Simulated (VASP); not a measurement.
# P in VASP: settings compared

P is run at these levels: PBE, LDA; tasks: single point.

All numbers are computed with VASP 6.6.1; they aren't measurements. Logs are shortened: lines on timing, memory, paths and dates and some standing lists are left out, and cuts for length are marked.

## 1. The cell of the first run

The cell holds a slab with vacuum, 4 atoms: a = 4.627 Å, b = 3.292 Å, c = 27.820 Å, α = 90.00°, β = 90.00°, γ = 90.00°.

## 2. Single point, PBE

Input file INCAR:

```
SYSTEM = P
  ALGO = Normal
  DIPOL = 0.5 0.5 0.341
  EDIFF = 1E-7
  ENCUT = 520
  GGA = PE
  IDIPOL = 3
  ISIF = 2
  ISMEAR = 0
  LASPH = .TRUE.
  LCHARG = .FALSE.
  LDIPOL = .TRUE.
  LREAL = .FALSE.
  LWAVE = .FALSE.
  NBANDS = 18
  NELM = 60
  PREC = Accurate
  SIGMA = 0.01
```

Input file KPOINTS:

```
k-points
0
G
  6 8 1
  0 0 0
```

Input file POSCAR:

```
P
1.0
    4.6274948433      0.0000000000      0.0000000000
    0.0000000000      3.2918638654      0.0000000000
    0.0000000000      0.0000000000     27.8195791164
P
4
Direct
    0.0912379111      0.0000000000      0.3789328437
    0.4087620889      0.5000000000      0.3789328437
    0.5912379111      0.5000000000      0.3040393868
    0.9087620889      0.0000000000      0.3040393868
```

Potentials or basis: VASP PAW PBE potentials, release 64 (P).

Started as:

```sh
$ cat potpaw_PBE.64/P/POTCAR > POTCAR
$ mpirun -np 1 vasp_std > vasp.out
```

OUTCAR:

```text
SYSTEM = P
   EDIFF = 1E-7
   ENCUT = 520
   GGA = PE
   ISIF = 2
   ISMEAR = 0
   LASPH = .TRUE.
   LREAL = .FALSE.
   NELM = 60
   PREC = Accurate

 ion  position               nearest neighbor table
   1  0.091  0.000  0.379-   2 2.21   2 2.21   4 2.25
   2  0.409  0.500  0.379-   1 2.21   1 2.21   3 2.25
   3  0.591  0.500  0.304-   4 2.21   4 2.21   2 2.25
   4  0.909  0.000  0.304-   3 2.21   3 2.21   1 2.25

  LATTYP: Found a simple orthorhombic cell.
 ALAT       =     3.2918638654
 B/A-ratio  =     1.4057370027
 C/A-ratio  =     8.4510114190

  Lattice vectors:

 A1 = (   0.0000000000,  -3.2918638654,   0.0000000000)
 A2 = (   4.6274948433,   0.0000000000,   0.0000000000)
 A3 = (   0.0000000000,   0.0000000000,  27.8195791164)

Analysis of symmetry for initial positions (statically):
=====================================================================
 Subroutine PRICEL returns:
 Original cell was already a primitive cell.

 Routine SETGRP: Setting up the symmetry group for a
 simple orthorhombic supercell.

 Subroutine GETGRP returns: Found  8 space group operations
 (whereof  2 operations were pure point group operations)
 out of a pool of  8 trial point group operations.

The static configuration has the point symmetry C_1h.
 The point group associated with its full space group is D_2h.

Analysis of symmetry for dynamics (positions and initial velocities):
=====================================================================
 Subroutine PRICEL returns:
 Original cell was already a primitive cell.

 Routine SETGRP: Setting up the symmetry group for a
 simple orthorhombic supercell.

 Subroutine GETGRP returns: Found  8 space group operations
 (whereof  2 operations were pure point group operations)
 out of a pool of  8 trial point group operations.

The dynamic configuration has the point symmetry C_1h.
 The point group associated with its full space group is D_2h.

 Subroutine INISYM returns: Found  8 space group operations
 (whereof  2 operations are pure point group operations),
 and found     1 'primitive' translations

----------------------------------------------------------------------------------------

                                     Primitive cell

  volume of cell :     423.7780

  direct lattice vectors                    reciprocal lattice vectors
     4.627494843  0.000000000  0.000000000     0.216099647  0.000000000  0.000000000
     0.000000000  3.291863865  0.000000000     0.000000000  0.303779269  0.000000000
     0.000000000  0.000000000 27.819579116     0.000000000  0.000000000  0.035945907

  length of vectors
     4.627494843  3.291863865 27.819579116     0.216099647  0.303779269  0.035945907

  position of ions in fractional coordinates (direct lattice)
     0.091237911  0.000000000  0.378932844
     0.408762089  0.500000000  0.378932844
     0.591237911  0.500000000  0.304039387
     0.908762089  0.000000000  0.304039387

  ion indices of the primitive-cell ions
   primitive index   ion index
                 1           1
                 2           2
                 3           3
                 4           4

----------------------------------------------------------------------------------------

 KPOINTS: k-points

Automatic generation of k-mesh.
 Grid dimensions read from file:
 generate k-points for:    6    8    1

 Generating k-lattice:

  Cartesian coordinates                     Fractional coordinates (reciprocal lattice)
     0.036016608  0.000000000  0.000000000     0.166666667  0.000000000  0.000000000
     0.000000000  0.037972409  0.000000000     0.000000000  0.125000000  0.000000000
     0.000000000  0.000000000  0.035945907     0.000000000  0.000000000  1.000000000

  Length of vectors
     0.036016608  0.037972409  0.035945907

  Shift w.r.t. Gamma in fractional coordinates (k-lattice)
     0.000000000  0.000000000  0.000000000

 Subroutine IBZKPT returns following result:
 ===========================================

 Found     20 irreducible k-points:

 Following reciprocal coordinates:
            Coordinates               Weight
  0.000000  0.000000  0.000000      1.000000
  0.166667  0.000000  0.000000      2.000000
  0.333333  0.000000  0.000000      2.000000
  0.500000  0.000000  0.000000      1.000000
  0.000000  0.125000  0.000000      2.000000
  0.166667  0.125000  0.000000      4.000000
[... 12 lines left out ...]
  0.333333  0.500000  0.000000      2.000000
  0.500000  0.500000  0.000000      1.000000
   k-points           NKPTS =     20   k-points in BZ     NKDIM =     20   number of bands    NBANDS=     18
   number of dos      NEDOS =    301   number of ions     NIONS =      4
   total plane-waves  NPLWV = 181440
   dimension x,y,z NGX =    36 NGY =   24 NGZ =  210
   dimension x,y,z NGXF=    72 NGYF=   48 NGZF=  420
   ions per type =               4
   NGX,Y,Z   is equivalent  to a cutoff of  12.93, 12.12, 12.55 a.u.
   NGXF,Y,Z  is equivalent  to a cutoff of  25.87, 24.24, 25.10 a.u.
 SYSTEM =  P
   PREC   = accura    normal or accurate (medium, high low for compatibility)
   ISTART =      0    job   : 0-new  1-cont  2-samecut
   ICHARG =      2    charge: 1-file 2-atom 10-const
   ISPIN  =      1    spin polarized calculation?
   LNONCOLLINEAR =      F non collinear calculations
   LSORBIT =      F    spin-orbit coupling
   LASPH  =      T    aspherical Exc in radial PAW
   ENCUT  =  520.0 eV  38.22 Ry    6.18 a.u.   8.60  6.12 51.73*2*pi/ulx,y,z
   NELM   =     60;   NELMIN=  2; NELMDL= -5     # of ELM steps
   EDIFF  = 0.1E-06   stopping-criterion for ELM
   LREAL  =      F    real-space projection
   EDIFFG = 0.1E-05   stopping-criterion for IOM
   NSW    =      0    number of steps for IOM
   IBRION =     -1    ionic relax: 0-MD 1-quasi-New 2-CG
   NFREE  =      0    steps in history (QN), initial steepest desc. (CG)
   ISIF   =      2    stress and relaxation
   ISYM   =      2    0-nonsym 1-usesym 2-fastsym
   POTIM  = 0.5000    time-step for ionic-motion
   TEBEG  =    0.0;   TEEND  =   0.0 temperature during run
   PSTRESS=    0.0 pullay stress
   NELECT =      20.0000    total number of electrons
   NUPDOWN=      -1.0000    fix difference up-down
   EMIN   =  10.00;   EMAX   =-10.00  energy-range for DOS
   EFERMI =   0.00;   METHOD = LEGACY
   ISMEAR =     0;   SIGMA  =   0.01  broadening in eV -4-tet -1-fermi 0-gaus
   EFERMI_NEDOS =   21; number of points for ismear=-14 and -15
   IALGO  =     38    algorithm
   IMIX   =      4    mixing-type and parameters
     AMIX     =   0.40;   BMIX     =  1.00
     AMIX_MAG =   1.60;   BMIX_MAG =  1.00
  volume/ion in A,a.u.               =     105.94       714.95
  Fermi-wavevector in a.u.,A,eV,Ry     =   0.591614  1.117989  4.762142  0.350008
  Thomas-Fermi vector in A             =   1.640111
   LORBIT       =      0    0 simple, 1 ext, 2 COOP (PROOUT), +10 PAW based schemes
   GGA     = PE    functional components
   LHFCALC =     F    Hartree Fock is set to
   AEXX    =    0.0000 exact exchange contribution
   IVDW    =     0    specifies the selected vdW correction
   LEPSILON=     F    determine dielectric tensor
   LRPA    =     F    only Hartree local field effects (RPA)
 non-spin polarized calculation
 Gauss-broadening in eV      SIGMA  =   0.01
  energy-cutoff  :      520.00
  volume of cell :      423.78
 maximum number of plane-waves:     11464
 NGX is ok and might be reduce to    36
   NGX = 17   NGY = 13   NGZ =103

 dipolmoment           0.000000      0.000000     -0.000033 electrons x Angstroem

 number of electron      20.0000000 magnetization

 dipolmoment           0.000000      0.000000      0.000000 electrons x Angstroem

 Free energy of the ion-electron system (eV)
  ---------------------------------------------------
  ext. energy  EPLUGINS =         0.00000000
  ---------------------------------------------------
  free energy    TOTEN  =       -21.46296276 eV

  energy without entropy =      -21.46296276  energy(sigma->0) =      -21.46296276

 E-fermi :  -2.9602     XC(G=0):  -2.1916

 val. band max:       -3.0370990706   @ k =   0.0000   0.0000   0.0000
 cond. band min:      -2.1061249998   @ k =   0.0000   0.0000   0.0000
 fundamental gap:      0.9309740708
 Fermi energy:        -2.9602464894

 k-point     1 :       0.0000    0.0000    0.0000
  band No.  band energies     occupation
      1     -18.1070      2.00000
      2     -15.6315      2.00000
      3     -12.2785      2.00000
      4      -8.7718      2.00000
      5      -7.7177      2.00000
      6      -7.5789      2.00000
[... 10 lines left out ...]
     17       2.0982      0.00000
     18       2.3497      0.00000

 k-point     2 :       0.1667    0.0000    0.0000
  band No.  band energies     occupation
      1     -17.9745      2.00000
      2     -15.8265      2.00000
      3     -12.2820      2.00000
      4      -9.4606      2.00000
      5      -7.3403      2.00000
      6      -7.0452      2.00000
[... 10 lines left out ...]
     17       2.2742      0.00000
     18       2.3110      0.00000

 k-point     3 :       0.3333    0.0000    0.0000
  band No.  band energies     occupation
      1     -17.5919      2.00000
      2     -16.3537      2.00000
      3     -12.0659      2.00000
      4     -10.5380      2.00000
      5      -6.7425      2.00000
      6      -6.0803      2.00000
[... 10 lines left out ...]
     17       2.2600      0.00000
     18       2.4986      0.00000

 k-point     4 :       0.5000    0.0000    0.0000
  band No.  band energies     occupation
      1     -17.0119      2.00000
      2     -17.0119      2.00000
      3     -11.4631      2.00000
      4     -11.4631      2.00000
      5      -5.9584      2.00000
      6      -5.9584      2.00000
[... 291 lines left out ...]
      4     -12.6492      2.00000
      5      -8.1848      2.00000
      6      -8.1848      2.00000
[... 10 lines left out ...]
     17       3.4031      0.00000
     18       3.4031      0.00000

 k-point    19 :       0.3333    0.5000    0.0000
  band No.  band energies     occupation
      1     -15.0281      2.00000
      2     -15.0281      2.00000
      3     -12.8412      2.00000
      4     -12.8412      2.00000
      5      -8.2193      2.00000
      6      -8.2193      2.00000
[... 10 lines left out ...]
     17       3.2830      0.00000
     18       3.2830      0.00000

 k-point    20 :       0.5000    0.5000    0.0000
  band No.  band energies     occupation
      1     -14.9264      2.00000
      2     -14.9264      2.00000
      3     -12.9604      2.00000
      4     -12.9604      2.00000
      5      -8.0432      2.00000
      6      -8.0432      2.00000
[... 10 lines left out ...]
     17       3.4577      0.00000
     18       3.4577      0.00000

------------------------ aborting loop because EDIFF is reached ----------------------------------------

 vacuum level on the upper side and lower side of the slab       (xc-potential included)        -0.011        -0.011

  FORCE on cell =-STRESS in cart. coord.  units (eV):
  Direction    XX          YY          ZZ          XY          YZ          ZX
  --------------------------------------------------------------------------------------
  -------------------------------------------------------------------------------------
  Total        0.6642683      0.4777301      0.4043902      0.0000000      0.0000000      0.0000000
  in kB        2.5113992      1.8061540      1.5288781      0.0000000      0.0000000      0.0000000
  external PRESSURE =       1.9488105 kB  Pullay stress =       0.0000000 kB

 VOLUME and BASIS-vectors are now :
 -----------------------------------------------------------------------------
  energy-cutoff  :      520.00
  volume of cell :      423.78
      direct lattice vectors                 reciprocal lattice vectors
     4.627494843  0.000000000  0.000000000     0.216099647  0.000000000  0.000000000
     0.000000000  3.291863865  0.000000000     0.000000000  0.303779269  0.000000000
     0.000000000  0.000000000 27.819579116     0.000000000  0.000000000  0.035945907

 POSITION                                       TOTAL-FORCE (eV/Angst)
 -----------------------------------------------------------------------------------
      0.42220      0.00000     10.54175        -0.184414      0.000000      0.100669
      1.89154      1.64593     10.54175         0.184414      0.000000      0.100669
      2.73595      1.64593      8.45825        -0.184414     -0.000000     -0.100669
      4.20529      0.00000      8.45825         0.184414     -0.000000     -0.100669
 -----------------------------------------------------------------------------------
    total drift:                               -0.000000     -0.000000     -0.000004

  FREE ENERGIE OF THE ION-ELECTRON SYSTEM (eV)
  ---------------------------------------------------
  free  energy   TOTEN  =       -21.4629627594 eV

  energy  without entropy=      -21.4629627594  energy(sigma->0) =      -21.46296276

 vacuum level on the upper side and lower side of the slab         1.974         1.974
```

It took 1.9 min on 1 thread of Intel Xeon 6975P-C (Granite Rapids), shared host; peak memory 0.45 GiB.

Results:

```
Free energy            : -21.4630 eV
Largest force          : 0.210 eV/Å
Band gap on the k mesh : 0.93 eV, direct
```

Forces on the atoms (eV/Å):
```
P   -0.184  0.000  0.101
P    0.184  0.000  0.101
P   -0.184  0.000 -0.101
P    0.184  0.000 -0.101
```

## 3. Single point, LDA

Input file INCAR:

```
  PREC = Accurate
  ENCUT = 520
  EDIFF = 1E-6
  ISMEAR = 0
  SIGMA = 0.01
  LREAL = F
  LASPH = T
  NELM = 60
  ALGO = Normal
  ISIF = 2
  LWAVE = F
  LCHARG = F
  LDIPOL = T
  IDIPOL = 3
  DIPOL = 0.5 0.5 0.341
  GGA = CA
  NBANDS = 18
```

Input file KPOINTS:

```
Automatic mesh
0
Gamma
  6 8 1
```

POSCAR is that of step 2.

Potentials or basis: VASP PAW LDA potentials, release 64 (P).

Started as:

```sh
$ cat potpaw_LDA.64/P/POTCAR > POTCAR
$ mpirun -np 1 vasp_std > vasp.out
```

OUTCAR:

```text
PREC = Accurate
   ENCUT = 520
   EDIFF = 1E-6
   ISMEAR = 0
   LREAL = F
   LASPH = T
   NELM = 60
   ISIF = 2
   GGA = CA

 ion  position               nearest neighbor table
   1  0.091  0.000  0.379-   2 2.21   2 2.21   4 2.25
   2  0.409  0.500  0.379-   1 2.21   1 2.21   3 2.25
   3  0.591  0.500  0.304-   4 2.21   4 2.21   2 2.25
   4  0.909  0.000  0.304-   3 2.21   3 2.21   1 2.25

  LATTYP: Found a simple orthorhombic cell.
 ALAT       =     3.2918638654
 B/A-ratio  =     1.4057370027
 C/A-ratio  =     8.4510114190

[... 619 lines left out ...]
  --------------------------------------------------------------------------------------
  -------------------------------------------------------------------------------------
  Total       -1.3672398     -1.8119174     -0.5380800      0.0000000      0.0000000     -0.0000000
  in kB       -5.1691236     -6.8503162     -2.0343189      0.0000000      0.0000000     -0.0000000
  external PRESSURE =      -4.6845862 kB  Pullay stress =       0.0000000 kB

 VOLUME and BASIS-vectors are now :
 -----------------------------------------------------------------------------
  energy-cutoff  :      520.00
  volume of cell :      423.78
      direct lattice vectors                 reciprocal lattice vectors
     4.627494843  0.000000000  0.000000000     0.216099647  0.000000000  0.000000000
     0.000000000  3.291863865  0.000000000     0.000000000  0.303779269  0.000000000
     0.000000000  0.000000000 27.819579116     0.000000000  0.000000000  0.035945907

 POSITION                                       TOTAL-FORCE (eV/Angst)
 -----------------------------------------------------------------------------------
      0.42220      0.00000     10.54175        -0.062548      0.000000     -0.125383
      1.89154      1.64593     10.54175         0.062548     -0.000000     -0.125383
      2.73595      1.64593      8.45825        -0.062548      0.000000      0.125383
      4.20529      0.00000      8.45825         0.062548     -0.000000      0.125383
 -----------------------------------------------------------------------------------
    total drift:                               -0.000000     -0.000000      0.000041

  FREE ENERGIE OF THE ION-ELECTRON SYSTEM (eV)
  ---------------------------------------------------
  free  energy   TOTEN  =       -23.7087281503 eV

  energy  without entropy=      -23.7087281503  energy(sigma->0) =      -23.70872815

 vacuum level on the upper side and lower side of the slab         2.008         2.008
```

Run time: 86 s. Hardware: 1 thread of Intel Xeon 6975P-C (Granite Rapids), shared host; peak memory 0.38 GiB.

Results:

```yaml
Free_energy: -23.7087 eV
Largest_force: 0.140 eV/Å
Band_gap_on_the_k_mesh: 0.84 eV, direct
```

Forces on the atoms (eV/Å):
```
P   -0.063  0.000 -0.125
P    0.063  0.000 -0.125
P   -0.063  0.000  0.125
P    0.063  0.000  0.125
```
